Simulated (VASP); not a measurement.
Runs of VASP 6.6.1 on HfC. The structure is that of space group Fm-3m (No. 225), or close to it. The cells are those of the table. 

```tsv
cell	gap on the mesh (eV)	pressure (GPa)
a = 3.346 Å, angles 60.0°, 2 atoms	none	-13.9
a = 3.282 Å, angles 60.0°, 2 atoms	none	(a)
a = 3.215 Å, angles 60.0°, 2 atoms	none	16.3
a = 3.248 Å, angles 60.0°, 2 atoms	none	(b)
a = 3.314 Å, angles 60.0°, 2 atoms	none	-8.0
```

Alike in all rows: task single point; level r2SCAN; potentials or basis VASP PAW PBE potentials, release 64 (Hf_pv, C); no spin polarisation; k mesh 16 × 16 × 16; cutoff (eV) 520; smearing gaussian 0.1 eV.

Question: Estimate the missing entries.

Answer: (a) -1.1; (b) 7.0.

Caveats: the PAW data sets were made with another functional, which shifts forces and pressure a little; spin-orbit coupling is left out, which moves the levels of the heavy elements; the cell stands under tension (at least some runs); the cell stands under pressure (at least some runs).

A k mesh can miss the band edges, and the runs leave out spin-orbit coupling on Hf.

A gap of «none» marks levels without a gap at the run's occupations.
